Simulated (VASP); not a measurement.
# MoSe (Fm-3m) in VASP: notebook, part 2 of 2

VASP 6.6.1. Earlier steps stand in the parts before.

### Step 3. Single point, PBE+U, collinear spin

This run uses another cell than the first one, of 21.61 Å³/atom.

Input file INCAR:

```
SYSTEM = MoSe
PREC     = Accurate       ! precision mode
ENCUT    = 500            ! plane-wave cutoff, eV
EDIFF    = 1E-6           ! SCF threshold, eV
ISMEAR   = 0              ! smearing method
SIGMA    = 0.1            ! smearing width, eV
LREAL    = .FALSE.        ! projectors in reciprocal space
LASPH    = .TRUE.         ! aspherical terms in the spheres
NELM     = 200            ! most SCF steps
ALGO     = Normal         ! electronic algorithm
ISIF     = 2              ! what is computed and relaxed
LWAVE    = .FALSE.        ! write WAVECAR
LCHARG   = .FALSE.        ! write CHGCAR
ISPIN    = 2              ! spin polarisation
MAGMOM   = 2 -2 0 0       ! initial moments
LORBIT   = 11             ! projections on sites
LMAXMIX  = 4              ! l up to which the mixer works
LDAU     = .TRUE.         ! DFT+U
LDAUTYPE = 2            
LDAUL    = 2 -1           ! shell
LDAUU    = 4.38 0         ! U, eV
LDAUJ    = 0 0          
LDAUPRINT= 1            
GGA      = PE             ! functional
NBANDS   = 32             ! bands
GGA_COMPAT= .FALSE.
```

Input file KPOINTS:

```
Automatic mesh
0
G
  12 12 6
  0 0 0
```

Input file POSCAR:

```
MoSe
1.0
    0.0000000000      2.7854210634      2.7854210634
    5.5708421269      2.7854210634      2.7854210634
    5.5708421269      5.5708421269      0.0000000000
Mo Se
2 2
Direct
    0.0000000000      0.0000000000      1.0000000000
    0.0000000000      0.0000000000      0.5000000000
    0.5000000000      0.5000000000      0.0000000000
    0.5000000000      0.5000000000      0.5000000000
```

Potentials or basis: VASP PAW PBE potentials, release 64 (Mo_sv, Se).

Run with:

```bash
> cat potpaw_PBE.64/Mo_sv/POTCAR potpaw_PBE.64/Se/POTCAR > POTCAR
> mpirun -np 1 vasp_std > vasp.out
```

OUTCAR:

```text
SYSTEM = MoSe
   PREC = Accurate
   ENCUT = 500
   EDIFF = 1E-6
   ISMEAR = 0
   LREAL = .FALSE.
   LASPH = .TRUE.
   NELM = 200
   ISIF = 2
   ISPIN = 2
   LORBIT = 11
   GGA = PE

 ion  position               nearest neighbor table
   1  0.000  0.000  0.000-   4 2.79   4 2.79   4 2.79   3 2.79   4 2.79   3 2.79
   2  0.000  0.000  0.500-   3 2.79   3 2.79   4 2.79   4 2.79   3 2.79   3 2.79
   3  0.500  0.500  0.000-   2 2.79   2 2.79   2 2.79   1 2.79   2 2.79   1 2.79
   4  0.500  0.500  0.500-   1 2.79   1 2.79   2 2.79   2 2.79   1 2.79   1 2.79

  LATTYP: Found a simple tetragonal cell.
 ALAT       =     3.9391802449
 C/A-ratio  =     1.4142135624

  Lattice vectors:

 A1 = (   0.0000000000,  -2.7854210635,   2.7854210634)
 A2 = (   0.0000000000,  -2.7854210634,  -2.7854210634)
 A3 = (   5.5708421269,   0.0000000000,   0.0000000000)

Analysis of symmetry for initial positions (statically):
=====================================================================
 Subroutine PRICEL returns following result:

  LATTYP: Found a face centered cubic cell.
 ALAT       =     5.5708421269
[... 12 lines left out ...]
 Subroutine GETGRP returns: Found 16 space group operations
 (whereof 16 operations were pure point group operations)
 out of a pool of 16 trial point group operations.

The static configuration has the point symmetry D_4h.

Analysis of symmetry for dynamics (positions and initial velocities):
=====================================================================
 Subroutine PRICEL returns following result:

  LATTYP: Found a face centered cubic cell.
 ALAT       =     5.5708421269
[... 12 lines left out ...]
 Subroutine GETGRP returns: Found 16 space group operations
 (whereof 16 operations were pure point group operations)
 out of a pool of 16 trial point group operations.

The dynamic configuration has the point symmetry D_4h.

Analysis of structural, dynamic, and magnetic symmetry:
=====================================================================
 Subroutine PRICEL returns following result:

  LATTYP: Found a face centered cubic cell.
 ALAT       =     5.5708421269
[... 12 lines left out ...]
 Subroutine GETGRP returns: Found 16 space group operations
 (whereof 16 operations were pure point group operations)
 out of a pool of 16 trial point group operations.

The overall configuration has the point symmetry D_4h.

 Subroutine INISYM returns: Found 16 space group operations
 (whereof 16 operations are pure point group operations),
 and found     2 'primitive' translations

----------------------------------------------------------------------------------------

                                     Primitive cell

  volume of cell :      43.2218

  direct lattice vectors                    reciprocal lattice vectors
    -2.785421063  2.785421063  0.000000000    -0.179506074  0.179506074 -0.179506074
    -2.785421063 -0.000000000  2.785421063    -0.179506074 -0.179506074  0.179506074
[... 161 lines left out ...]
  o =  0.8483  v =  0.0000  1.0000 -0.0000 -0.0000  0.0000  0.0000  0.0000  0.0000  0.0000  0.0000      0.0000  0.0000  0.0000  0.0000  0.0000  0.0000  0.0000  0.0000  0.0000  0.0000

atom =   2  type =  1  l = 2

 onsite density matrix

spin component  1

  0.0228  0.0000  0.0000 -0.0000 -0.0000
  0.0000  0.0209 -0.0000 -0.0000  0.0000
  0.0000 -0.0000  0.1014 -0.0000  0.0001
 -0.0000 -0.0000 -0.0000  0.0228 -0.0000
 -0.0000  0.0000  0.0001 -0.0000  0.1014

spin component  2

  0.8332 -0.0000 -0.0000 -0.0000  0.0000
 -0.0000  0.8483 -0.0000  0.0000  0.0000
 -0.0000 -0.0000  0.5908  0.0000 -0.0068
 -0.0000  0.0000  0.0000  0.8332  0.0000
  0.0000  0.0000 -0.0068  0.0000  0.5986

 occupancies and eigenvectors

  o =  0.0209  v =  0.0000  1.0000  0.0000  0.0000 -0.0000  0.0000  0.0000  0.0000  0.0000  0.0000      0.0000  0.0000  0.0000  0.0000  0.0000  0.0000  0.0000  0.0000  0.0000  0.0000
  o =  0.0228  v = -0.3827  0.0000 -0.0000 -0.9239 -0.0000  0.0000  0.0000  0.0000  0.0000  0.0000      0.0000  0.0000  0.0000  0.0000  0.0000  0.0000  0.0000  0.0000  0.0000  0.0000
  o =  0.0228  v = -0.9239 -0.0000  0.0000  0.3827  0.0000  0.0000  0.0000  0.0000  0.0000  0.0000      0.0000  0.0000  0.0000  0.0000  0.0000  0.0000  0.0000  0.0000  0.0000  0.0000
  o =  0.1013  v =  0.0000  0.0000 -0.5000  0.0000  0.8660  0.0000  0.0000  0.0000  0.0000  0.0000      0.0000  0.0000  0.0000  0.0000  0.0000  0.0000  0.0000  0.0000  0.0000  0.0000
  o =  0.1015  v =  0.0000  0.0000 -0.8660  0.0000 -0.5000  0.0000  0.0000  0.0000  0.0000  0.0000      0.0000  0.0000  0.0000  0.0000  0.0000  0.0000  0.0000  0.0000  0.0000  0.0000
  o =  0.5869  v =  0.0000  0.0000  0.0000  0.0000  0.0000  0.0000 -0.0000  0.8660 -0.0000  0.5000      0.0000  0.0000  0.0000  0.0000  0.0000  0.0000  0.0000  0.0000  0.0000  0.0000
  o =  0.6025  v =  0.0000  0.0000  0.0000  0.0000  0.0000  0.0000  0.0000  0.5000 -0.0000 -0.8660      0.0000  0.0000  0.0000  0.0000  0.0000  0.0000  0.0000  0.0000  0.0000  0.0000
  o =  0.8332  v =  0.0000  0.0000  0.0000  0.0000  0.0000  0.3827 -0.0000  0.0000  0.9239 -0.0000      0.0000  0.0000  0.0000  0.0000  0.0000  0.0000  0.0000  0.0000  0.0000  0.0000
  o =  0.8332  v =  0.0000  0.0000  0.0000  0.0000  0.0000 -0.9239 -0.0000  0.0000  0.3827 -0.0000      0.0000  0.0000  0.0000  0.0000  0.0000  0.0000  0.0000  0.0000  0.0000  0.0000
  o =  0.8483  v =  0.0000  0.0000  0.0000  0.0000  0.0000  0.0000 -1.0000  0.0000 -0.0000 -0.0000      0.0000  0.0000  0.0000  0.0000  0.0000  0.0000  0.0000  0.0000  0.0000  0.0000

 number of electron      40.0000001 magnetization       0.0000000

 Free energy of the ion-electron system (eV)
  ---------------------------------------------------
  ext. energy  EPLUGINS =         0.00000000
  ---------------------------------------------------
  free energy    TOTEN  =       -20.91569308 eV

  energy without entropy =      -20.91281317  energy(sigma->0) =      -20.91425312

 E-fermi :   7.3120     XC(G=0): -10.6125

 val. band max:        7.3058361435   @ k =  -0.0833   0.3333   0.3333
 cond. band min:       7.3478143958   @ k =   0.4167  -0.0833   0.3333
 fundamental gap:      0.0419782524
 Fermi energy:         7.3119840053

 spin component 1

 k-point     1 :       0.0000    0.0000    0.0000
  band No.  band energies     occupation
      1     -54.6587      1.00000
      2     -52.4360      1.00000
      3     -28.8960      1.00000
      4     -28.8896      1.00000
      5     -28.8896      1.00000
      6     -26.4185      1.00000
[... 1673 lines left out ...]
     31      14.6642      0.00000
     32      14.7919      0.00000

 [... further k-points ...]
[... 5 lines left out ...]
  --------------------------------------------------------------------------------------
  -------------------------------------------------------------------------------------
  Total        1.3888633      1.8857990      1.8857990      0.0000000     -0.0000000     -0.0000000
  in kB       25.7417185     34.9521122     34.9521122      0.0000000     -0.0000000     -0.0000000
  external PRESSURE =      31.8819809 kB  Pullay stress =       0.0000000 kB

 VOLUME and BASIS-vectors are now :
 -----------------------------------------------------------------------------
  energy-cutoff  :      500.00
  volume of cell :       86.44
      direct lattice vectors                 reciprocal lattice vectors
     0.000000000  2.785421063  2.785421063    -0.179506074  0.179506074  0.179506074
     5.570842127  2.785421063  2.785421063     0.179506074 -0.179506074  0.179506074
     5.570842127  5.570842127  0.000000000     0.000000000  0.179506074 -0.179506074

 POSITION                                       TOTAL-FORCE (eV/Angst)
 -----------------------------------------------------------------------------------
      0.00000      0.00000      0.00000         0.000000      0.000000     -0.000000
      2.78542      2.78542      0.00000         0.000000     -0.000000      0.000000
      2.78542      2.78542      2.78542         0.000000      0.000000     -0.000000
      5.57084      5.57084      2.78542         0.000000     -0.000000      0.000000
 -----------------------------------------------------------------------------------
    total drift:                               -0.000000      0.000000      0.000000

  FREE ENERGIE OF THE ION-ELECTRON SYSTEM (eV)
  ---------------------------------------------------
  free  energy   TOTEN  =       -20.9156930771 eV

  energy  without entropy=      -20.9128131688  energy(sigma->0) =      -20.91425312

 total charge

# of ion       s       p       d       tot
------------------------------------------
    1        2.202   6.061   3.935  12.198
    2        2.202   6.061   3.935  12.198
    3        1.446   2.404   0.048   3.898
    4        1.446   2.404   0.048   3.898
--------------------------------------------------
tot          7.295  16.929   7.967  32.191

 magnetization (x)

# of ion       s       p       d       tot
------------------------------------------
    1        0.054   0.027   3.408   3.489
    2       -0.054  -0.027  -3.408  -3.489
    3       -0.005   0.041  -0.011   0.025
    4        0.005  -0.041   0.011  -0.025
--------------------------------------------------
tot          0.000   0.000   0.000   0.000
```

Run time: 22 min. Hardware: 1 thread of Oxide Virtual Turin-like, shared host; peak memory 0.56 GiB.

Results:

| Quantity | Value |
| --- | --- |
| Free energy | -20.9157 eV |
| Pressure | 3.2 GPa |
| Band gap on the k mesh | zero (filled and empty bands overlap) |
| Net moment | 0.00 μB per cell |
| Site moments | Mo +3.49, -3.49; Se +0.03, -0.03 μB |
| Valence electrons inside the program's atomic spheres | Mo 12.20; Se 3.90 |

Levels at points of the mesh, in eV from the Fermi level:
Spin up:
```csv
k point,band 16,band 17,band 18,band 19,band 20,band 21,band 22,band 23,band 24,band 25
"(0.00, 0.00, 0.00)",-2.95,-2.00,-2.00,-2.00,-1.99,-1.57,0.53,1.00,1.86,2.46
"(0.50, 0.00, 0.00)",-3.83,-2.21,-1.91,-1.69,2.20,2.41,2.51,2.60,3.48,3.63
"(0.50, 0.50, 0.00)",-3.28,-3.28,-3.25,-2.21,-1.47,-0.75,1.17,1.94,1.94,2.66
"(0.00, 0.00, 0.50)",-3.64,-2.79,-2.21,-1.28,-0.97,2.51,2.59,2.71,2.87,3.34
"(0.50, 0.00, 0.50)",-4.29,-2.21,-2.13,-2.13,-0.65,-0.57,2.36,2.36,2.59,3.33
"(0.00, 0.50, 0.50)",-2.86,-2.86,-1.99,-1.41,-1.41,-0.34,0.35,1.81,2.48,3.35
```
Spin down:
```tsv
k point	band 17	band 18	band 19	band 20	band 21	band 22	band 23	band 24
(0.00, 0.00, 0.00)	-2.00	-2.00	-2.00	-1.99	-1.57	0.53	1.00	1.86
(0.50, 0.00, 0.00)	-2.21	-1.91	-1.69	2.20	2.41	2.51	2.60	3.48
(0.50, 0.50, 0.00)	-3.28	-3.25	-2.21	-1.47	-0.75	1.17	1.94	1.94
(0.00, 0.00, 0.50)	-2.79	-2.21	-1.28	-0.97	2.51	2.59	2.71	2.87
(0.50, 0.00, 0.50)	-2.21	-2.13	-2.13	-0.65	-0.57	2.36	2.36	2.59
(0.00, 0.50, 0.50)	-2.86	-1.99	-1.41	-1.41	-0.34	0.35	1.81	2.48
```

Eigenvalues of the final occupation matrices:
```tsv
site	spin	trace	eigenvalues
site 1 d	1	3.70	0.59 0.60 0.83 0.83 0.85
site 1 d	2	0.27	0.02 0.02 0.02 0.10 0.10
site 2 d	1	0.27	0.02 0.02 0.02 0.10 0.10
site 2 d	2	3.70	0.59 0.60 0.83 0.83 0.85
```

Caveat: the cell stands under pressure.

The gap in the log of VASP goes by the Fermi energy; the results here count the filled bands.